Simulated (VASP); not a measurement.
EuOs: single point with PBE+U

EuOs:

```
Eu Os
1.0
     3.52228    0.00000    0.00000
     0.00000    3.52228    0.00000
     0.00000    0.00000    7.04456
Eu Os
2 2
Direct
  0.00000 0.00000 0.00000
  0.00000 0.00000 0.50000
  0.50000 0.50000 0.25000
  0.50000 0.50000 0.75000
```

- Program: VASP 6.6.1
- Task: single point
- Functional: PBE
- Potentials or basis: VASP PAW PBE potentials, release 64 (Eu, Os)
- Cutoff: 520 eV
- k mesh: 8 × 8 × 4
- Occupations: gaussian, width 0.05 eV
- Spin: collinear spin, antiferromagnetic start
- Starting moments: [7.0, -7.0, 0.0, 0.0] μB
- Hubbard terms: Eu f U = 6.0 eV
- Dipole correction: no
- Further INCAR settings: ALGO = Normal; EDIFF = 1e-07; NBANDS = 37

```yaml
Pressure: -4.5 GPa
Band_gap_on_the_k_mesh: zero (filled and empty bands overlap)
Net_moment: 0.00 μB per cell
Site_moments: Eu +6.13, -6.13; Os +0.00 μB
Valence_electrons_inside_the_program's_atomic_spheres: Eu 14.64; Os 6.96
```

Levels at points of the mesh, in eV from the Fermi level:
Spin up:
| k point | band 21 | band 22 | band 23 | band 24 | band 25 | band 26 | band 27 | band 28 | band 29 | band 30 |
| --- | --- | --- | --- | --- | --- | --- | --- | --- | --- | --- |
| (0.00, 0.00, 0.00) | -0.31 | -0.31 | -0.27 | -0.27 | -0.27 | -0.25 | 0.86 | 1.32 | 1.41 | 3.15 |
| (0.50, 0.00, 0.00) | -1.49 | -0.32 | -0.31 | -0.26 | 0.83 | 1.07 | 1.21 | 1.33 | 1.41 | 2.74 |
| (0.50, 0.50, 0.00) | -0.95 | -0.36 | -0.35 | -0.35 | 0.11 | 1.07 | 1.13 | 1.13 | 1.22 | 2.75 |
| (0.00, 0.00, 0.50) | -0.37 | -0.37 | -0.35 | -0.28 | -0.28 | -0.10 | 0.77 | 2.29 | 3.00 | 3.43 |
| (0.50, 0.00, 0.50) | -0.95 | -0.94 | -0.92 | -0.88 | 0.49 | 0.88 | 0.88 | 1.13 | 1.22 | 2.66 |
| (0.50, 0.50, 0.50) | -1.36 | -1.36 | 0.19 | 1.10 | 1.10 | 1.16 | 1.16 | 1.16 | 1.16 | 1.30 |
Spin down:
| k point | band 22 | band 23 | band 24 | band 25 | band 26 | band 27 | band 28 | band 29 |
| --- | --- | --- | --- | --- | --- | --- | --- | --- |
| (0.00, 0.00, 0.00) | -0.31 | -0.27 | -0.27 | -0.27 | -0.25 | 0.86 | 1.32 | 1.41 |
| (0.50, 0.00, 0.00) | -0.32 | -0.31 | -0.26 | 0.83 | 1.07 | 1.21 | 1.33 | 1.41 |
| (0.50, 0.50, 0.00) | -0.36 | -0.35 | -0.35 | 0.11 | 1.07 | 1.13 | 1.13 | 1.22 |
| (0.00, 0.00, 0.50) | -0.37 | -0.35 | -0.28 | -0.28 | -0.10 | 0.77 | 2.29 | 3.00 |
| (0.50, 0.00, 0.50) | -0.94 | -0.92 | -0.88 | 0.49 | 0.88 | 0.88 | 1.13 | 1.22 |
| (0.50, 0.50, 0.50) | -1.36 | 0.19 | 1.10 | 1.10 | 1.16 | 1.16 | 1.16 | 1.16 |

Eigenvalues of the final occupation matrices:
```tsv
site	spin	trace	eigenvalues
site 1 f	1	6.13	0.19 0.99 0.99 0.99 0.99 0.99 0.99
site 1 f	2	0.03	0.00 0.00 0.00 0.01 0.01 0.01 0.01
site 2 f	1	0.03	0.00 0.00 0.00 0.01 0.01 0.01 0.01
site 2 f	2	6.13	0.19 0.99 0.99 0.99 0.99 0.99 0.99
```

Run time: 12 min on 1 thread of Intel(R) Xeon(R) Platinum 8488C (Sapphire Rapids), on a shared host, peak memory 0.4 GiB.

Caveat: the cell stands under tension; the antiferromagnetic order is the one typed at the start, and another may lie lower; spin-orbit coupling is left out, which moves the levels of the heavy elements. The state reached can hang on the start; a lower one may exist.
